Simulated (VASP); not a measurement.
# AgBr (Fm-3m) in VASP: a series of runs

AgBr is run at these levels: LDA, PBEsol, PBE; tasks: single point.

Everything below comes from runs of VASP 6.6.1. Logs are shortened: lines on timing, memory, paths and dates and some standing lists are left out, and cuts for length are marked.

**1. The cell of the first run**

It takes space group Fm-3m (No. 225, cubic). The conventional cell has a = 5.706 Å, b = 5.706 Å, c = 5.706 Å, α = 90.00°, β = 90.00°, γ = 90.00°. Ag (site symmetry m-3m) has 6 Br at 2.85 Å within 3.8 Å. Br (site symmetry m-3m) has 6 Ag at 2.85 Å within 3.8 Å.

**2. Single point, LDA (functional lda, volume scaled by 0.96)**

File INCAR:

```
SYSTEM = AgBr
PREC = Accurate
ENCUT = 500
EDIFF = 1E-6
ISMEAR = -1
SIGMA = 0.02
LREAL = .FALSE.
LASPH = .TRUE.
NELM = 120
ALGO = Normal
ISIF = 2
LWAVE = .FALSE.
LCHARG = .FALSE.
GGA = CA
NBANDS = 16
GGA_COMPAT = .FALSE.
```

File KPOINTS:

```
regular mesh
0
G
  7 7 7
  0 0 0
```

File POSCAR:

```
AgBr
1.0
    0.0000000000      2.8530813163      2.8530813163
    2.8530813163      0.0000000000      2.8530813163
    2.8530813163      2.8530813163      0.0000000000
Ag Br
1 1
Direct
    0.0000000000      0.0000000000      0.0000000000
    0.5000000000      0.5000000000      0.5000000000
```

Potentials or basis: VASP PAW LDA potentials, release 64 (Ag, Br).

Started as:

```
$ cat potpaw_LDA.64/Ag/POTCAR potpaw_LDA.64/Br/POTCAR > POTCAR
$ mpirun -np 1 vasp_std > vasp.out
```

OUTCAR:

```text
SYSTEM = AgBr
   PREC = Accurate
   ENCUT = 500
   EDIFF = 1E-6
   ISMEAR = -1
   LREAL = .FALSE.
   LASPH = .TRUE.
   NELM = 120
   ISIF = 2
   GGA = CA

 ion  position               nearest neighbor table
   1  0.000  0.000  0.000-   2 2.85   2 2.85   2 2.85   2 2.85   2 2.85   2 2.85
   2  0.500  0.500  0.500-   1 2.85   1 2.85   1 2.85   1 2.85   1 2.85   1 2.85

  LATTYP: Found a face centered cubic cell.
 ALAT       =     5.7061626326

  Lattice vectors:

 A1 = (   0.0000000000,   2.8530813163,   2.8530813163)
 A2 = (   2.8530813163,   0.0000000000,   2.8530813163)
 A3 = (   2.8530813163,   2.8530813163,   0.0000000000)

Analysis of symmetry for initial positions (statically):
=====================================================================
 Subroutine PRICEL returns:
 Original cell was already a primitive cell.

 Routine SETGRP: Setting up the symmetry group for a
 face centered cubic supercell.

 Subroutine GETGRP returns: Found 48 space group operations
 (whereof 48 operations were pure point group operations)
 out of a pool of 48 trial point group operations.

The static configuration has the point symmetry O_h .

Analysis of symmetry for dynamics (positions and initial velocities):
=====================================================================
 Subroutine PRICEL returns:
 Original cell was already a primitive cell.

 Routine SETGRP: Setting up the symmetry group for a
 face centered cubic supercell.

 Subroutine GETGRP returns: Found 48 space group operations
 (whereof 48 operations were pure point group operations)
 out of a pool of 48 trial point group operations.

The dynamic configuration has the point symmetry O_h .

 Subroutine INISYM returns: Found 48 space group operations
 (whereof 48 operations are pure point group operations),
 and found     1 'primitive' translations

----------------------------------------------------------------------------------------

                                     Primitive cell

  volume of cell :      46.4486

  direct lattice vectors                    reciprocal lattice vectors
     0.000000000  2.853081316  2.853081316    -0.175249124  0.175249124  0.175249124
     2.853081316  0.000000000  2.853081316     0.175249124 -0.175249124  0.175249124
     2.853081316  2.853081316  0.000000000     0.175249124  0.175249124 -0.175249124

  length of vectors
     4.034866292  4.034866292  4.034866292     0.303540386  0.303540386  0.303540386

  position of ions in fractional coordinates (direct lattice)
     0.000000000  0.000000000  0.000000000
     0.500000000  0.500000000  0.500000000

  ion indices of the primitive-cell ions
   primitive index   ion index
                 1           1
                 2           2

----------------------------------------------------------------------------------------

 KPOINTS: regular mesh

Automatic generation of k-mesh.
 Grid dimensions read from file:
 generate k-points for:    7    7    7

 Generating k-lattice:

  Cartesian coordinates                     Fractional coordinates (reciprocal lattice)
    -0.025035589  0.025035589  0.025035589     0.142857143  0.000000000  0.000000000
     0.025035589 -0.025035589  0.025035589     0.000000000  0.142857143  0.000000000
     0.025035589  0.025035589 -0.025035589     0.000000000  0.000000000  0.142857143

  Length of vectors
     0.043362912  0.043362912  0.043362912

  Shift w.r.t. Gamma in fractional coordinates (k-lattice)
     0.000000000  0.000000000  0.000000000

 Subroutine IBZKPT returns following result:
 ===========================================

 Found     20 irreducible k-points:

 Following reciprocal coordinates:
            Coordinates               Weight
  0.000000  0.000000  0.000000      1.000000
  0.142857  0.000000  0.000000      8.000000
  0.285714  0.000000  0.000000      8.000000
  0.428571  0.000000  0.000000      8.000000
  0.142857  0.142857  0.000000      6.000000
  0.285714  0.142857  0.000000     24.000000
[... 12 lines left out ...]
 -0.428571  0.428571  0.142857     24.000000
 -0.285714  0.428571  0.142857     24.000000
   k-points           NKPTS =     20   k-points in BZ     NKDIM =     20   number of bands    NBANDS=     16
   number of dos      NEDOS =    301   number of ions     NIONS =      2
   total plane-waves  NPLWV =  27000
   dimension x,y,z NGX =    30 NGY =   30 NGZ =   30
   dimension x,y,z NGXF=    60 NGYF=   60 NGZF=   60
   ions per type =               1   1
   NGX,Y,Z   is equivalent  to a cutoff of  12.36, 12.36, 12.36 a.u.
   NGXF,Y,Z  is equivalent  to a cutoff of  24.72, 24.72, 24.72 a.u.
 SYSTEM =  AgBr
   PREC   = accura    normal or accurate (medium, high low for compatibility)
   ISTART =      0    job   : 0-new  1-cont  2-samecut
   ICHARG =      2    charge: 1-file 2-atom 10-const
   ISPIN  =      1    spin polarized calculation?
   LNONCOLLINEAR =      F non collinear calculations
   LSORBIT =      F    spin-orbit coupling
   LASPH  =      T    aspherical Exc in radial PAW
   ENCUT  =  500.0 eV  36.75 Ry    6.06 a.u.   7.36  7.36  7.36*2*pi/ulx,y,z
   NELM   =    120;   NELMIN=  2; NELMDL= -5     # of ELM steps
   EDIFF  = 0.1E-05   stopping-criterion for ELM
   LREAL  =      F    real-space projection
   EDIFFG = 0.1E-04   stopping-criterion for IOM
   NSW    =      0    number of steps for IOM
   IBRION =     -1    ionic relax: 0-MD 1-quasi-New 2-CG
   NFREE  =      0    steps in history (QN), initial steepest desc. (CG)
   ISIF   =      2    stress and relaxation
   ISYM   =      2    0-nonsym 1-usesym 2-fastsym
   POTIM  = 0.5000    time-step for ionic-motion
   TEBEG  =    0.0;   TEEND  =   0.0 temperature during run
   PSTRESS=    0.0 pullay stress
   NELECT =      18.0000    total number of electrons
   NUPDOWN=      -1.0000    fix difference up-down
   EMIN   =  10.00;   EMAX   =-10.00  energy-range for DOS
   EFERMI =   0.00;   METHOD = LEGACY
   ISMEAR =    -1;   SIGMA  =   0.02  broadening in eV -4-tet -1-fermi 0-gaus
   EFERMI_NEDOS =   21; number of points for ismear=-14 and -15
   IALGO  =     38    algorithm
   IMIX   =      4    mixing-type and parameters
     AMIX     =   0.40;   BMIX     =  1.00
     AMIX_MAG =   1.60;   BMIX_MAG =  1.00
  volume/ion in A,a.u.               =      23.22       156.73
  Fermi-wavevector in a.u.,A,eV,Ry     =   1.193552  2.255487 19.382418  1.424568
  Thomas-Fermi vector in A             =   2.329564
   LORBIT       =      0    0 simple, 1 ext, 2 COOP (PROOUT), +10 PAW based schemes
   GGA     = CA    functional components
   LHFCALC =     F    Hartree Fock is set to
   AEXX    =    0.0000 exact exchange contribution
   IVDW    =     0    specifies the selected vdW correction
   LEPSILON=     F    determine dielectric tensor
   LRPA    =     F    only Hartree local field effects (RPA)
 non-spin polarized calculation
  energy-cutoff  :      500.00
  volume of cell :       46.45
 maximum number of plane-waves:      1243
 NGX is ok and might be reduce to    30
   NGX = 15   NGY = 15   NGZ = 15

 number of electron      17.9999999 magnetization

 Free energy of the ion-electron system (eV)
  ---------------------------------------------------
  ext. energy  EPLUGINS =         0.00000000
  ---------------------------------------------------
  free energy    TOTEN  =        -6.38000108 eV

  energy without entropy =       -6.38000099  energy(sigma->0) =       -6.38000103

 E-fermi :   3.9186     XC(G=0): -10.3616

 val. band max:        3.6431769664   @ k =   0.4286   0.0000   0.0000
 cond. band min:       4.1283641982   @ k =   0.0000   0.0000   0.0000
 fundamental gap:      0.4851872318
 Fermi energy:         3.9186194319

 k-point     1 :       0.0000    0.0000    0.0000
  band No.  band energies     occupation
      1     -11.4937      2.00000
      2       0.7745      2.00000
      3       0.7745      2.00000
      4       0.7749      2.00000
      5       0.7749      2.00000
      6       0.7749      2.00000
[... 8 lines left out ...]
     15      15.3149      0.00000
     16      15.3149      0.00000

 k-point     2 :       0.1429    0.0000    0.0000
  band No.  band energies     occupation
      1     -11.4099      2.00000
      2       0.2853      2.00000
      3       0.2962      2.00000
      4       0.2962      2.00000
      5       0.8343      2.00000
      6       0.8343      2.00000
[... 8 lines left out ...]
     15      14.5444      0.00000
     16      14.7802      0.00000

 k-point     3 :       0.2857    0.0000    0.0000
  band No.  band energies     occupation
      1     -11.2102      2.00000
      2      -0.9113      2.00000
      3      -0.2704      2.00000
      4      -0.2704      2.00000
      5       0.9723      2.00000
      6       0.9723      2.00000
[... 8 lines left out ...]
     15      15.2722      0.00000
     16      15.2722      0.00000

 k-point     4 :       0.4286    0.0000    0.0000
  band No.  band energies     occupation
      1     -11.0370      2.00000
      2      -1.6847      2.00000
      3      -0.5835      2.00000
      4      -0.5835      2.00000
      5       1.0879      2.00000
      6       1.0879      2.00000
[... 8 lines left out ...]
     15      16.5436      0.00000
     16      16.5436      0.00000

 k-point     5 :       0.1429    0.1429    0.0000
  band No.  band energies     occupation
      1     -11.3856      2.00000
      2      -0.2518      2.00000
      3       0.6294      2.00000
      4       0.6294      2.00000
      5       0.7178      2.00000
      6       0.8065      2.00000
[... 8 lines left out ...]
     15      16.6745      0.00000
     16      16.7952      0.00000

 k-point     6 :       0.2857    0.1429    0.0000
  band No.  band energies     occupation
      1     -11.2331      2.00000
      2      -0.8476      2.00000
      3       0.0579      2.00000
      4       0.1368      2.00000
      5       0.8145      2.00000
      6       0.9826      2.00000
[... 8 lines left out ...]
     15      16.4765      0.00000
     16      16.4793      0.00000

 k-point     7 :       0.4286    0.1429    0.0000
  band No.  band energies     occupation
      1     -11.0569      2.00000
      2      -1.3775      2.00000
      3      -0.5127      2.00000
      4      -0.3532      2.00000
      5       0.9689      2.00000
      6       1.1082      2.00000
[... 8 lines left out ...]
     15      16.8510      0.00000
     16      17.2019      0.00000

 k-point     8 :      -0.4286    0.1429    0.0000
  band No.  band energies     occupation
      1     -10.9972      2.00000
      2      -1.5827      2.00000
      3      -0.5775      2.00000
      4      -0.5651      2.00000
      5       1.0807      2.00000
      6       1.1006      2.00000
[... 8 lines left out ...]
     15      16.3531      0.00000
     16      16.9769      0.00000

 k-point     9 :      -0.2857    0.1429    0.0000
  band No.  band energies     occupation
      1     -11.1065      2.00000
      2      -1.2496      2.00000
      3      -0.5088      2.00000
      4      -0.1931      2.00000
      5       0.9884      2.00000
      6       1.0570      2.00000
[... 8 lines left out ...]
     15      16.1934      0.00000
     16      17.2515      0.00000
[... 96 lines left out ...]
 k-point    15 :       0.4286    0.4286    0.0000
  band No.  band energies     occupation
      1     -11.0015      2.00000
      2      -0.8720      2.00000
      3       0.4899      2.00000
      4       0.6935      2.00000
      5       0.6935      2.00000
      6       0.9377      2.00000
[... 8 lines left out ...]
     15      18.6669      0.00000
     16      18.9554      0.00000

 k-point    16 :      -0.4286    0.4286    0.0000
  band No.  band energies     occupation
      1     -10.9688      2.00000
      2      -0.7040      2.00000
      3      -0.0705      2.00000
      4       0.1501      2.00000
      5       0.8221      2.00000
      6       1.1993      2.00000
[... 8 lines left out ...]
     15      17.6838      0.00000
     16      18.9606      0.00000

 k-point    17 :       0.4286    0.2857    0.1429
  band No.  band energies     occupation
      1     -11.0995      2.00000
      2      -1.1384      2.00000
      3      -0.3105      2.00000
      4       0.0566      2.00000
      5       0.9229      2.00000
      6       1.0682      2.00000
[... 8 lines left out ...]
     15      17.6763      0.00000
     16      18.1290      0.00000

 k-point    18 :      -0.4286    0.2857    0.1429
  band No.  band energies     occupation
      1     -10.9877      2.00000
      2      -1.2224      2.00000
      3      -0.5277      2.00000
      4      -0.3514      2.00000
      5       1.0248      2.00000
      6       1.1207      2.00000
[... 8 lines left out ...]
     15      16.6469      0.00000
     16      18.1353      0.00000

 k-point    19 :      -0.4286    0.4286    0.1429
  band No.  band energies     occupation
      1     -10.9749      2.00000
      2      -0.8321      2.00000
      3      -0.2970      2.00000
      4      -0.0333      2.00000
      5       1.0533      2.00000
      6       1.1538      2.00000
[... 8 lines left out ...]
     15      17.4645      0.00000
     16      18.9052      0.00000

 k-point    20 :      -0.2857    0.4286    0.1429
  band No.  band energies     occupation
      1     -10.9511      2.00000
      2      -0.7877      2.00000
      3      -0.4911      2.00000
      4      -0.3621      2.00000
      5       1.0683      2.00000
      6       1.1675      2.00000
[... 8 lines left out ...]
     15      16.3992      0.00000
     16      18.9918      0.00000

------------------------ aborting loop because EDIFF is reached ----------------------------------------

  FORCE on cell =-STRESS in cart. coord.  units (eV):
  Direction    XX          YY          ZZ          XY          YZ          ZX
  --------------------------------------------------------------------------------------
  -------------------------------------------------------------------------------------
  Total       -0.9786017     -0.9786017     -0.9786017      0.0000000      0.0000000     -0.0000000
  in kB      -33.7554670    -33.7554670    -33.7554670      0.0000000      0.0000000     -0.0000000
  external PRESSURE =     -33.7554670 kB  Pullay stress =       0.0000000 kB

 VOLUME and BASIS-vectors are now :
 -----------------------------------------------------------------------------
  energy-cutoff  :      500.00
  volume of cell :       46.45
      direct lattice vectors                 reciprocal lattice vectors
     0.000000000  2.853081316  2.853081316    -0.175249124  0.175249124  0.175249124
     2.853081316  0.000000000  2.853081316     0.175249124 -0.175249124  0.175249124
     2.853081316  2.853081316  0.000000000     0.175249124  0.175249124 -0.175249124

 POSITION                                       TOTAL-FORCE (eV/Angst)
 -----------------------------------------------------------------------------------
      0.00000      0.00000      0.00000         0.000000      0.000000      0.000000
      2.85308      2.85308      2.85308        -0.000000     -0.000000     -0.000000
 -----------------------------------------------------------------------------------
    total drift:                               -0.000000      0.000000      0.000000

  FREE ENERGIE OF THE ION-ELECTRON SYSTEM (eV)
  ---------------------------------------------------
  free  energy   TOTEN  =        -6.3800010768 eV

  energy  without entropy=       -6.3800009903  energy(sigma->0) =       -6.38000103
```

It took 9.3 s on 1 thread of AMD EPYC 7R13 (Zen 3), shared host; peak memory 0.12 GiB.

Results:

| Item | Value |
| --- | --- |
| Free energy | -6.3800 eV |
| Pressure | -3.4 GPa |
| Band gap on the k mesh | 0.49 eV, indirect (least direct gap 2.40 eV) |

Levels at points of the mesh, in eV from the valence-band top:
```
           k point  band 7  band 8  band 9  band 10  band 11  band 12
(0.00, 0.00, 0.00)   -1.92   -1.92   -1.92     0.49     9.91     9.91
```

Caveat: the cell differs from its parent crystal (functional lda, volume scaled by 0.96).

**3. Single point, LDA**

This run uses another cell than the first one, of 24.19 Å³/atom, 1.042 times its volume.

File INCAR:

```
SYSTEM = AgBr
  PREC = Accurate
  ENCUT = 500
  EDIFF = 1E-6
  ISMEAR = -1
  SIGMA = 0.02
  LREAL = .FALSE.
  LASPH = .TRUE.
  NELM = 120
  ALGO = Normal
  ISIF = 2
  LWAVE = .FALSE.
  LCHARG = .FALSE.
  NBANDS = 16
  GGA_COMPAT = .FALSE.
```

KPOINTS is that of step 2.

File POSCAR:

```
AgBr
1.0
    0.0000000000      2.8921694793      2.8921694793
    2.8921694793      0.0000000000      2.8921694793
    2.8921694793      2.8921694793      0.0000000000
Ag Br
1 1
Direct
    0.0000000000      0.0000000000      0.0000000000
    0.5000000000      0.5000000000      0.5000000000
```

Potentials or basis: VASP PAW LDA potentials, release 64 (Ag, Br).

Started as:

```
$ cat potpaw_LDA.64/Ag/POTCAR potpaw_LDA.64/Br/POTCAR > POTCAR
$ mpirun -np 1 vasp_std > vasp.out
```

Wall time 9.5 s (1 thread of AMD EPYC 7R13 (Zen 3), shared host); peak memory 0.12 GiB.

It converged, with:

* Free energy: -6.3292 eV
* Pressure: -5.0 GPa
* Band gap on the k mesh: 0.48 eV, indirect (least direct gap 2.26 eV)

Levels at points of the mesh, in eV from the valence-band top:
| k point | band 5 | band 6 | band 7 | band 8 | band 9 | band 10 | band 11 | band 12 | band 13 | band 14 |
| --- | --- | --- | --- | --- | --- | --- | --- | --- | --- | --- |
| (0.00, 0.00, 0.00) | -2.70 | -2.70 | -1.78 | -1.78 | -1.78 | 0.48 | 9.90 | 9.90 | 9.90 | 11.00 |

**4. Single point, PBEsol**

This run uses another cell than the first one, of 24.19 Å³/atom, 1.042 times its volume.

File INCAR:

```
SYSTEM = AgBr
PREC     = Accurate       ! precision mode
ENCUT    = 500            ! plane-wave cutoff, eV
EDIFF    = 1E-6           ! SCF threshold, eV
ISMEAR   = -1             ! smearing method
SIGMA    = 0.02           ! smearing width, eV
LREAL    = .FALSE.        ! projectors in reciprocal space
LASPH    = .TRUE.         ! aspherical terms in the spheres
NELM     = 120            ! most SCF steps
ALGO     = Normal         ! electronic algorithm
ISIF     = 2              ! what is computed and relaxed
LWAVE    = .FALSE.        ! write WAVECAR
LCHARG   = .FALSE.        ! write CHGCAR
GGA      = PS             ! functional
NBANDS   = 16             ! bands
GGA_COMPAT= .FALSE.
```

File KPOINTS:

```
Automatic mesh
0
G
  7 7 7
  0 0 0
```

POSCAR is that of step 3.

Potentials or basis: VASP PAW PBE potentials, release 64 (Ag, Br).

Started as:

```
$ cat potpaw_PBE.64/Ag/POTCAR potpaw_PBE.64/Br/POTCAR > POTCAR
$ mpirun -np 1 vasp_std > vasp.out
```

Wall time 11 s (1 thread of AMD EPYC 7R13 (Zen 3), shared host); peak memory 0.14 GiB.

It converged, with:

- Free energy: -5.6747 eV
- Pressure: -2.6 GPa
- Band gap on the k mesh: 0.58 eV, indirect (least direct gap 2.38 eV)

Levels at points of the mesh, in eV from the valence-band top:
```csv
k point,band 6,band 7,band 8,band 9,band 10,band 11,band 12,band 13
"(0.00, 0.00, 0.00)",-2.65,-1.80,-1.80,-1.80,0.58,9.89,9.89,9.89
```

Caveat: the PAW data sets were made with another functional, which shifts forces and pressure a little. A hybrid or GW would open this gap; PBEsol tends to underestimate it.

**5. Single point, PBE**

This run uses another cell than the first one, of 24.19 Å³/atom, 1.042 times its volume.

Edit INCAR of step 4 so:

```diff
@@ -13,3 +13,3 @@
 LCHARG   = .FALSE.        ! write CHGCAR
-GGA      = PS             ! functional
+GGA      = PE             ! functional
 NBANDS   = 16             ! bands
```

File KPOINTS:

```
regular mesh
0
G
  7 7 7
  0 0 0
```

POSCAR is that of step 4.

Started as:

```
$ cat potpaw_PBE.64/Ag/POTCAR potpaw_PBE.64/Br/POTCAR > POTCAR
$ mpirun -np 1 vasp_std > vasp.out
```

Wall time 11 s (1 thread of AMD EPYC 7R13 (Zen 3), shared host); peak memory 0.14 GiB.

The run converged. Its results:

```yaml
Free_energy: -4.9949 eV
Pressure: 1.2 GPa
Band_gap_on_the_k_mesh: 0.75 eV, indirect (least direct gap 2.53 eV)
```

Levels at points of the mesh, in eV from the valence-band top:
```
           k point  band 7  band 8  band 9  band 10  band 11  band 12
(0.00, 0.00, 0.00)   -1.78   -1.78   -1.78     0.75     9.99     9.99
```

(Continued in part 2 of 2.)
